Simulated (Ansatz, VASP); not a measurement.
Be2PtF in VASP and in Ansatz

Contents of INCAR:

```
ALGO = Normal
EDIFF = 1E-7
EDIFFG = -0.04
ENCUT = 600
GGA = PE
IBRION = 2
ISIF = 3
ISMEAR = 0
LASPH = True
LCHARG = False
LREAL = False
LWAVE = False
NELM = 80
NSW = 90
PREC = Accurate
SIGMA = 0.1
```

The input KPOINTS:

```
k-points
0
Gamma
  6 6 6
```

File POSCAR:

```
Be2PtF
1.0
    1.4884347920      0.8593482278      5.2376890933
   -1.4884347920      0.8593482278      5.2376890933
    0.0000000000     -1.7186964557      5.2376890933
Be Pt F
2 1 1
Direct
    0.2220000000      0.2220000000      0.2220000000
    0.7780000000      0.7780000000      0.7780000000
    0.0000000000      0.0000000000      0.0000000000
    0.5000000000      0.5000000000      0.5000000000
```

Input for Ansatz:

```yaml
crystal:
  lattice:
    - [1.488434792, 0.8593482278, 5.2376890933]
    - [-1.488434792, 0.8593482278, 5.2376890933]
    - [0.0, -1.7186964557, 5.2376890933]
  atoms:
    - { symbol: Be, position: [0.222, 0.222, 0.222] }
    - { symbol: Be, position: [0.778, 0.778, 0.778] }
    - { symbol: Pt, position: [0.0, 0.0, 0.0] }
    - { symbol: F, position: [0.5, 0.5, 0.5] }
basis:
  ecutwfc: 420
kpoints:
  mp_grid: { grid: [6, 6, 6] }
hamiltonian:
  xc: pbe
scf:
  occupations: { method: gaussian, width: 0.1 }
  lower_state_search: "off"
output:
  forces: true
  stress: true
  eigenvalues: true
relax:
  adjacent_minimum: "off"
  f_tol: 0.04
  max_steps: 70
  cell: { stress_tol: 0.4 }
```

Alike in both runs: task relaxation of cell and atoms; functional PBE; k mesh 6 × 6 × 6; occupations gaussian, width 0.1 eV; no spin polarisation.

```csv
,VASP,Ansatz
version,VASP 6.6.1,Ansatz 0.2.0
potentials or method,"VASP PAW PBE potentials, release 64 (Be, Pt, F), cutoff 600 eV","scalar-relativistic, plane waves, PAW"
valence electrons in the cell,21,29
```

VASP gave:

```
gap on the k mesh at the Fermi level, each at its own relaxed structure (eV) : none
relaxed volume (Å³/atom)                                                     : 10.58
relaxed cell length with the largest relative difference (Å)                 : 6.680
```

**Question.** Estimate Ansatz's values.

**Answer.** gap on the k mesh at the Fermi level, each at its own relaxed structure (eV): none; relaxed volume (Å³/atom): 10.62; relaxed cell length with the largest relative difference (Å): 6.712.

A gap of «none» marks a metal or a gap that the smearing closes. VASP's potentials hold 21 valence electrons a cell and Ansatz's 29, so a difference there can come from the potentials and not from the codes.

The k mesh is coarse, so the values compare programs but aren't converged. Spin-orbit coupling is off throughout.
